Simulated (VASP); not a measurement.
# Y2AlN3 (P321) in VASP: notebook

Y2AlN3 is run at these levels: PBE; tasks: single point, relaxation of cell and atoms.

Program: VASP 6.6.1. These are calculated values, not measurements. Logs are shortened: lines on timing, memory, paths and dates and some standing lists are left out, and cuts for length are marked.

### 1 The cell of the first run

It takes space group P321 (No. 150, trigonal). Conventional cell: a = 5.590 Å, b = 5.590 Å, c = 3.214 Å, α = 90.00°, β = 90.00°, γ = 120.00°. Within 3.0 Å of Y (site symmetry 3) lie 6 N at 2.30 to 2.65 Å. Al (site symmetry 32) has 3 N at 1.85 Å within 2.5 Å. N (site symmetry 2) has 1 Al at 1.85 Å and 2 Y at 2.30 Å within 2.5 Å.

The cell was generated, and may not be a known phase.

### 2 Single point, PBE

File INCAR:

```
SYSTEM = Y2AlN3
PREC = Accurate ; ENCUT = 520
EDIFF = 1E-6 ; ISMEAR = 0
SIGMA = 0.1 ; LREAL = .FALSE.
LASPH = .TRUE. ; NELM = 80
ALGO = Normal ; ISIF = 2
LWAVE = .FALSE. ; LCHARG = .TRUE.
GGA = PE ; LELF = .TRUE.
LVHAR = .TRUE. ; NBANDS = 29
```

File KPOINTS:

```
Automatic mesh
0
G
  6 6 6
  0 0 0
```

File POSCAR:

```
Y2AlN3
1.0
    5.5898395198      0.0000000000      0.0000000000
   -2.7949197599      4.8409430273      0.0000000000
    0.0000000000      0.0000000000      3.2135767146
Y Al N
2 1 3
Direct
    0.3333333333      0.6666666667      0.0847625319
    0.6666666667      0.3333333333      0.9152374681
    0.0000000000      0.0000000000      0.5000000000
    0.3315876326      0.0000000000      0.5000000000
    0.0000000000      0.3315876326      0.5000000000
    0.6684123674      0.6684123674      0.5000000000
```

Potentials or basis: VASP PAW PBE potentials, release 64 (Y_sv, Al, N).

Started as:

```bash
> cat potpaw_PBE.64/Y_sv/POTCAR potpaw_PBE.64/Al/POTCAR potpaw_PBE.64/N/POTCAR > POTCAR
> mpirun -np 1 vasp_std > vasp.out
```

OUTCAR:

```text
SYSTEM = Y2AlN3
   PREC = Accurate
   ENCUT = 520
   EDIFF = 1E-6
   ISMEAR = 0
   LREAL = .FALSE.
   LASPH = .TRUE.
   NELM = 80
   ISIF = 2
   GGA = PE

 ion  position               nearest neighbor table
   1  0.333  0.667  0.085-   4 2.30   5 2.30   6 2.30   4 2.65   5 2.65   6 2.65   2 3.27   2 3.27
                             2 3.27   3 3.49   3 3.49   3 3.49   3 3.73   3 3.73   3 3.73   2 4.19
   2  0.667  0.333  0.915-   5 2.30   4 2.30   6 2.30   5 2.65   4 2.65   6 2.65   1 3.27   1 3.27
                             1 3.27   3 3.49   3 3.49   3 3.49   3 3.73   3 3.73   3 3.73   1 4.19
   3  0.000  0.000  0.500-   4 1.85   5 1.85   6 1.85   2 3.49   1 3.49   2 3.49   1 3.49   2 3.49
                             1 3.49   1 3.73   2 3.73   1 3.73   2 3.73   1 3.73   2 3.73
   4  0.332  0.000  0.500-   3 1.85   1 2.30   2 2.30   1 2.65   2 2.65
   5  0.000  0.332  0.500-   3 1.85   2 2.30   1 2.30   2 2.65   1 2.65
   6  0.668  0.668  0.500-   3 1.85   1 2.30   2 2.30   1 2.65   2 2.65

  LATTYP: Found a hexagonal cell.
 ALAT       =     5.5898395198
 C/A-ratio  =     0.5748960598

  Lattice vectors:

 A1 = (   5.5898395198,   0.0000000000,   0.0000000000)
 A2 = (  -2.7949197599,   4.8409430273,   0.0000000000)
 A3 = (   0.0000000000,   0.0000000000,   3.2135767146)

Analysis of symmetry for initial positions (statically):
=====================================================================
 Subroutine PRICEL returns:
 Original cell was already a primitive cell.

 Routine SETGRP: Setting up the symmetry group for a
 hexagonal supercell.

 Subroutine GETGRP returns: Found  6 space group operations
 (whereof  6 operations were pure point group operations)
 out of a pool of 24 trial point group operations.

The static configuration has the point symmetry D_3 .

Analysis of symmetry for dynamics (positions and initial velocities):
=====================================================================
 Subroutine PRICEL returns:
 Original cell was already a primitive cell.

 Routine SETGRP: Setting up the symmetry group for a
 hexagonal supercell.

 Subroutine GETGRP returns: Found  6 space group operations
 (whereof  6 operations were pure point group operations)
 out of a pool of 24 trial point group operations.

The dynamic configuration has the point symmetry D_3 .

 Subroutine INISYM returns: Found  6 space group operations
 (whereof  6 operations are pure point group operations),
 and found     1 'primitive' translations

----------------------------------------------------------------------------------------

                                     Primitive cell

  volume of cell :      86.9597

  direct lattice vectors                    reciprocal lattice vectors
     5.589839520  0.000000000  0.000000000     0.178896012  0.103285661  0.000000000
    -2.794919760  4.840943027  0.000000000     0.000000000  0.206571322  0.000000000
     0.000000000  0.000000000  3.213576715     0.000000000  0.000000000  0.311179750

  length of vectors
     5.589839520  5.589839520  3.213576715     0.206571322  0.206571322  0.311179750

  position of ions in fractional coordinates (direct lattice)
     0.333333333  0.666666667  0.084762532
     0.666666667  0.333333333  0.915237468
     0.000000000  0.000000000  0.500000000
     0.331587633  0.000000000  0.500000000
     1.000000000  0.331587633  0.500000000
     0.668412367  0.668412367  0.500000000

  ion indices of the primitive-cell ions
   primitive index   ion index
                 1           1
                 2           2
                 3           3
                 4           4
                 5           5
                 6           6

----------------------------------------------------------------------------------------

 KPOINTS: Automatic mesh

Automatic generation of k-mesh.
 Grid dimensions read from file:
 generate k-points for:    6    6    6

 Generating k-lattice:

  Cartesian coordinates                     Fractional coordinates (reciprocal lattice)
     0.029816002  0.017214277  0.000000000     0.166666667 -0.000000000  0.000000000
     0.000000000  0.034428554  0.000000000     0.000000000  0.166666667  0.000000000
     0.000000000  0.000000000  0.051863292     0.000000000  0.000000000  0.166666667

  Length of vectors
     0.034428554  0.034428554  0.051863292

  Shift w.r.t. Gamma in fractional coordinates (k-lattice)
     0.000000000  0.000000000  0.000000000

 Subroutine IBZKPT returns following result:
 ===========================================

 Found     34 irreducible k-points:

 Following reciprocal coordinates:
            Coordinates               Weight
  0.000000  0.000000  0.000000      1.000000
  0.166667 -0.000000  0.000000      6.000000
  0.333333 -0.000000  0.000000      6.000000
  0.500000 -0.000000  0.000000      3.000000
  0.166667  0.166667  0.000000      6.000000
  0.333333  0.166667  0.000000     12.000000
[... 16 lines left out ...]
[... 31 lines left out ...]
   PSTRESS=    0.0 pullay stress
   NELECT =      40.0000    total number of electrons
   NUPDOWN=      -1.0000    fix difference up-down
   EMIN   =  10.00;   EMAX   =-10.00  energy-range for DOS
   EFERMI =   0.00;   METHOD = LEGACY
   ISMEAR =     0;   SIGMA  =   0.10  broadening in eV -4-tet -1-fermi 0-gaus
   EFERMI_NEDOS =   21; number of points for ismear=-14 and -15
   IALGO  =     38    algorithm
   IMIX   =      4    mixing-type and parameters
     AMIX     =   0.40;   BMIX     =  1.00
     AMIX_MAG =   1.60;   BMIX_MAG =  1.00
  volume/ion in A,a.u.               =      14.49        97.81
  Fermi-wavevector in a.u.,A,eV,Ry     =   1.263734  2.388110 21.728809  1.597022
  Thomas-Fermi vector in A             =   2.397075
   LORBIT       =      0    0 simple, 1 ext, 2 COOP (PROOUT), +10 PAW based schemes
   GGA     = PE    functional components
   LHFCALC =     F    Hartree Fock is set to
   AEXX    =    0.0000 exact exchange contribution
   IVDW    =     0    specifies the selected vdW correction
   LEPSILON=     F    determine dielectric tensor
   LRPA    =     F    only Hartree local field effects (RPA)
 non-spin polarized calculation
 Gauss-broadening in eV      SIGMA  =   0.10
  energy-cutoff  :      520.00
  volume of cell :       86.96
 maximum number of plane-waves:      2370
 NGX is ok and might be reduce to    42
   NGX = 21   NGY = 21   NGZ = 11

 number of electron      40.0000007 magnetization

 Free energy of the ion-electron system (eV)
  ---------------------------------------------------
  ext. energy  EPLUGINS =         0.00000000
  ---------------------------------------------------
  free energy    TOTEN  =       -48.93556926 eV

  energy without entropy =      -48.93556926  energy(sigma->0) =      -48.93556926

 E-fermi :   4.5771     XC(G=0): -10.6448

 val. band max:        4.0424028261   @ k =   0.3333   0.3333   0.0000
 cond. band min:       5.7785917586   @ k =   0.0000   0.0000   0.0000
 fundamental gap:      1.7361889326
 Fermi energy:         4.5771058492

 k-point     1 :       0.0000    0.0000    0.0000
  band No.  band energies     occupation
      1     -36.9144      2.00000
      2     -36.8035      2.00000
      3     -17.3779      2.00000
      4     -17.3779      2.00000
      5     -16.8174      2.00000
      6     -16.8174      2.00000
[... 21 lines left out ...]
     28      11.2044      0.00000
     29      11.2044      0.00000

 k-point     2 :       0.1667   -0.0000    0.0000
  band No.  band energies     occupation
      1     -36.9079      2.00000
      2     -36.8101      2.00000
      3     -17.3952      2.00000
      4     -17.3561      2.00000
      5     -16.8470      2.00000
      6     -16.7989      2.00000
[... 21 lines left out ...]
     28      10.7541      0.00000
     29      11.3018      0.00000

 k-point     3 :       0.3333   -0.0000    0.0000
  band No.  band energies     occupation
      1     -36.8911      2.00000
      2     -36.8271      2.00000
      3     -17.4269      2.00000
      4     -17.3054      2.00000
      5     -16.9130      2.00000
      6     -16.7648      2.00000
[... 638 lines left out ...]
      5     -17.1579      2.00000
      6     -17.0272      2.00000
[... 21 lines left out ...]
     28      10.8919      0.00000
     29      11.2543      0.00000

 k-point    24 :       0.1667    0.1667    0.3333
  band No.  band energies     occupation
      1     -36.8300      2.00000
      2     -36.7633      2.00000
      3     -17.2896      2.00000
      4     -17.2343      2.00000
      5     -17.1264      2.00000
      6     -17.0536      2.00000
[... 21 lines left out ...]
     28      10.9899      0.00000
     29      11.3435      0.00000

 [... further k-points ...]

------------------------ aborting loop because EDIFF is reached ----------------------------------------

  FORCE on cell =-STRESS in cart. coord.  units (eV):
  Direction    XX          YY          ZZ          XY          YZ          ZX
  --------------------------------------------------------------------------------------
  -------------------------------------------------------------------------------------
  Total       -0.2368514     -0.2368514     -0.1784857     -0.0000000      0.0000000      0.0000000
  in kB       -4.3638383     -4.3638383     -3.2884854     -0.0000000      0.0000000      0.0000000
  external PRESSURE =      -4.0053873 kB  Pullay stress =       0.0000000 kB

 VOLUME and BASIS-vectors are now :
 -----------------------------------------------------------------------------
  energy-cutoff  :      520.00
  volume of cell :       86.96
      direct lattice vectors                 reciprocal lattice vectors
     5.589839520  0.000000000  0.000000000     0.178896012  0.103285661  0.000000000
    -2.794919760  4.840943027  0.000000000     0.000000000  0.206571322  0.000000000
     0.000000000  0.000000000  3.213576715     0.000000000  0.000000000  0.311179750

 POSITION                                       TOTAL-FORCE (eV/Angst)
 -----------------------------------------------------------------------------------
     -0.00000      3.22730      0.27239        -0.000000     -0.000000     -0.006701
      2.79492      1.61365      2.94119        -0.000000      0.000000      0.006701
      0.00000      0.00000      1.60679        -0.000000      0.000000     -0.000000
      1.85352      0.00000      1.60679         0.013268      0.000000     -0.000000
     -0.92676      1.60520      1.60679        -0.006634      0.011490     -0.000000
      1.86816      3.23575      1.60679        -0.006634     -0.011490     -0.000000
 -----------------------------------------------------------------------------------
    total drift:                               -0.000001     -0.000002      0.000000

  FREE ENERGIE OF THE ION-ELECTRON SYSTEM (eV)
  ---------------------------------------------------
  free  energy   TOTEN  =       -48.9355692583 eV

  energy  without entropy=      -48.9355692583  energy(sigma->0) =      -48.93556926
```

Wall time 1.8 min (1 thread of Intel Xeon 8259CL, shared host); peak memory 0.25 GiB.

What came out:

- Free energy: -48.9356 eV
- Pressure: -0.4 GPa
- Largest force: 0.013 eV/Å
- Band gap on the k mesh: 1.74 eV (least direct gap 1.96 eV)

Forces on the atoms (eV/Å):
```
Y    0.000  0.000 -0.007
Y    0.000  0.000  0.007
Al   0.000  0.000  0.000
N    0.013  0.000  0.000
N   -0.007  0.011  0.000
N   -0.007 -0.011  0.000
```

Stress tensor (GPa, compression positive):
```
-0.44  0.00  0.00
 0.00 -0.44  0.00
 0.00  0.00 -0.33
```

A k mesh can miss the band edges.

### 3 Relaxation of cell and atoms, PBE

This run uses another cell than the first one, of 19.24 Å³/atom.

File INCAR:

```
PREC     = Accurate       # precision mode
ENCUT    = 600            # plane-wave cutoff, eV
EDIFF    = 1E-7           # SCF threshold, eV
ISMEAR   = 0              # smearing method
SIGMA    = 0.1            # smearing width, eV
LREAL    = F              # projectors in reciprocal space
LASPH    = T              # aspherical terms in the spheres
NELM     = 80             # most SCF steps
ALGO     = Normal         # electronic algorithm
ISIF     = 3              # what is computed and relaxed
LWAVE    = F              # write WAVECAR
LCHARG   = F              # write CHGCAR
GGA      = PE             # functional
IBRION   = 2              # ionic algorithm
NSW      = 90             # ionic steps
EDIFFG   = -0.04          # ionic threshold
```

File KPOINTS:

```
regular mesh
0
Gamma
  3 3 4
```

File POSCAR:

```
Y2AlN3
1.0
    5.8203481300      0.0000000000      0.0000000000
   -2.9101740600      5.0405693400      0.0000000000
    0.0000000000      0.0000000000      3.9358021600
Y Al N
2 1 3
Direct
    0.3333333300      0.6666666700      0.1187464800
    0.6666666700      0.3333333300      0.8812535200
    0.0000000000      0.0000000000      0.5000000000
    0.3392844600      0.0000000000      0.5000000000
    0.0000000000      0.3392844600      0.5000000000
    0.6607155400      0.6607155400      0.5000000000
```

Potentials or basis: VASP PAW PBE potentials, release 64 (Y_sv, Al, N).

Started as:

```bash
> cat potpaw_PBE.64/Y_sv/POTCAR potpaw_PBE.64/Al/POTCAR potpaw_PBE.64/N/POTCAR > POTCAR
> mpirun -np 1 vasp_std > vasp.out
```

It took 8.5 min on 1 thread of Intel Xeon 8259CL, shared host; peak memory 0.31 GiB.

The run converged. Its results:

```
Free energy                           : -48.9444 eV
Relaxed volume                        : 14.42 Å³/atom
Relaxed cell                          : a = 5.581 Å, b = 5.581 Å, c = 3.208 Å, α = 90.00°, β = 90.00°, γ = 120.00°
Space group after relaxing (to 0.1 Å) : P321 (No. 150)
Energy gained by relaxing             : 488.6 meV/atom
Ionic steps                           : 14
Pressure after relaxing               : -0.1 GPa
Largest force after relaxing          : 0.032 eV/Å
Band gap on the k mesh                : 1.72 eV (least direct gap 1.93 eV)
```

Forces in eV/Å, atoms in the order of the input:
```
Y    0.000  0.000  0.032
Y    0.000  0.000 -0.032
Al   0.000  0.000  0.000
N    0.024  0.000  0.000
N   -0.012  0.020  0.000
N   -0.012 -0.020  0.000
```

Stress tensor (GPa, compression positive):
```
-0.14  0.00  0.00
 0.00 -0.14  0.00
 0.00  0.00  0.04
```

The path:
| step | energy change (eV) | largest force (eV/Å) | pressure (GPa) | volume (Å³) |
| --- | --- | --- | --- | --- |
| 1 | 0.0000 | 2.5651 | -19.26 | 115.47 |
| 2 | -2.1566 | 2.2661 | 20.99 | 80.47 |
| 3 | -2.7148 | 0.5900 | 2.30 | 89.40 |
| 4 | -2.8679 | 0.3664 | -1.19 | 90.61 |
| 5 | -2.8681 | 0.3638 | -1.28 | 90.64 |
| 6 | -2.8858 | 0.2922 | 0.23 | 89.33 |
| 7 | -2.8858 | 0.2919 | 0.23 | 89.32 |
| 8 | -2.8982 | 0.2167 | -0.11 | 89.08 |
| 9 | -2.9209 | 0.1689 | -0.94 | 88.35 |
| 10 | -2.9183 | 0.1397 | -1.63 | 86.90 |
| 11 | -2.9259 | 0.1185 | -1.45 | 87.61 |
| 12 | -2.9303 | 0.0479 | 0.54 | 86.07 |
| 13 | -2.9309 | 0.0669 | 0.00 | 86.47 |
| 14 | -2.9315 | 0.0323 | -0.08 | 86.54 |

Final structure:
```
Y Al N
1.0
     5.58098    0.00000    0.00000
    -2.79049    4.83327    0.00000
     0.00000    0.00000    3.20808
Y Al N
2 1 3
Direct
  0.33333 0.66667 0.08047
  0.66667 0.33333 0.91953
  0.00000 0.00000 0.50000
  0.33197 0.00000 0.50000
  0.00000 0.33197 0.50000
  0.66803 0.66803 0.50000
```

Levels at points of the mesh, in eV from the valence-band top:
```
           k point  band 16  band 17  band 18  band 19  band 20  band 21  band 22  band 23  band 24
(0.00, 0.00, 0.00)    -1.05    -1.05    -0.33    -0.33    -0.22     1.72     2.76     4.05     4.05
(0.00, 0.00, 0.50)    -2.04    -2.04    -0.65    -0.65    -0.15     3.12     3.63     3.63     6.28
```

Caveat: the volume moved by over 15 % at a fixed basis, so the end points are rough.

### 4 Single point, PBE

This run uses another cell than the first one, of 14.43 Å³/atom.

File INCAR:

```
PREC     = Accurate       # precision mode
ENCUT    = 520            # plane-wave cutoff, eV
EDIFF    = 1E-6           # SCF threshold, eV
ISMEAR   = 0              # smearing method
SIGMA    = 0.02           # smearing width, eV
LREAL    = F              # projectors in reciprocal space
LASPH    = T              # aspherical terms in the spheres
NELM     = 100            # most SCF steps
ALGO     = Normal         # electronic algorithm
ISIF     = 2              # what is computed and relaxed
LWAVE    = F              # write WAVECAR
LCHARG   = T              # write CHGCAR
GGA      = PE             # functional
LELF     = T              # ELF
LVHAR    = T            
NBANDS   = 29             # bands
```

File KPOINTS:

```
regular mesh
0
Gamma
  6 6 8
```

File POSCAR:

```
Y2AlN3
1.0
    5.5827573981      0.0000000000      0.0000000000
   -2.7913786991      4.8348097299      0.0000000000
    0.0000000000      0.0000000000      3.2065823960
Y Al N
2 1 3
Direct
    0.3333333333      0.6666666667      0.0789943586
    0.6666666667      0.3333333333      0.9210056414
    0.0000000000      0.0000000000      0.5000000000
    0.3321779796      0.0000000000      0.5000000000
    0.0000000000      0.3321779796      0.5000000000
    0.6678220204      0.6678220204      0.5000000000
```

Started as:

```bash
> cat potpaw_PBE.64/Y_sv/POTCAR potpaw_PBE.64/Al/POTCAR potpaw_PBE.64/N/POTCAR > POTCAR
> mpirun -np 1 vasp_std > vasp.out
```

It took 2 min on 1 thread of Intel Xeon 8259CL, shared host; peak memory 0.27 GiB.

The run converged. Its results:

```yaml
Free_energy: -48.9379 eV
Pressure: -0.2 GPa
Largest_force: 0.004 eV/Å
Band_gap_on_the_k_mesh: 1.71 eV (least direct gap 1.92 eV)
```

Forces on the atoms (eV/Å):
```
Y    0.000  0.000  0.004
Y    0.000  0.000 -0.004
Al   0.000  0.000  0.000
N   -0.004  0.000  0.000
N    0.002 -0.003  0.000
N    0.002  0.003  0.000
```

Levels at points of the mesh, in eV from the valence-band top:
| k point | band 18 | band 19 | band 20 | band 21 | band 22 | band 23 |
| --- | --- | --- | --- | --- | --- | --- |
| (0.00, 0.00, 0.00) | -0.33 | -0.33 | -0.21 | 1.71 | 2.75 | 4.05 |
| (0.50, 0.00, 0.00) | -0.52 | -0.35 | -0.07 | 2.29 | 2.30 | 3.34 |
| (0.00, 0.00, 0.50) | -0.64 | -0.64 | -0.16 | 3.12 | 3.63 | 3.63 |
| (0.50, 0.00, 0.50) | -1.62 | -1.26 | -0.71 | 1.75 | 3.22 | 4.46 |

### 5 Overview

```tsv
task	cell	k mesh	cutoff (eV)	smearing	gap on the mesh (eV)	pressure (GPa)	largest force (eV/Å)
single point	a = 5.590, b = 5.590, c = 3.214 Å, angles 90.0, 90.0, 120.0°, 6 atoms, atomic positions A	6 × 6 × 6	520	gaussian 0.1 eV	1.74	-0.4	0.01
relaxation of cell and atoms	relaxed from a = 5.820, b = 5.820, c = 3.936 Å, angles 90.0, 90.0, 120.0°, 6 atoms, atomic positions B	3 × 3 × 4	600	gaussian 0.1 eV	1.72	-0.1	0.03
single point	a = 5.583, b = 5.583, c = 3.207 Å, angles 90.0, 90.0, 120.0°, 6 atoms, atomic positions C	6 × 6 × 8	520	gaussian 0.02 eV	1.71	-0.2	-
```

Alike in all rows: level PBE; potentials or basis VASP PAW PBE potentials, release 64 (Y_sv, Al, N); no spin polarisation.

Caveats: the volume moved by over 15 % at a fixed basis, so the end points are rough (at least some runs).

Total energies depend on the potentials used, so only differences within one code and one set of settings carry meaning.
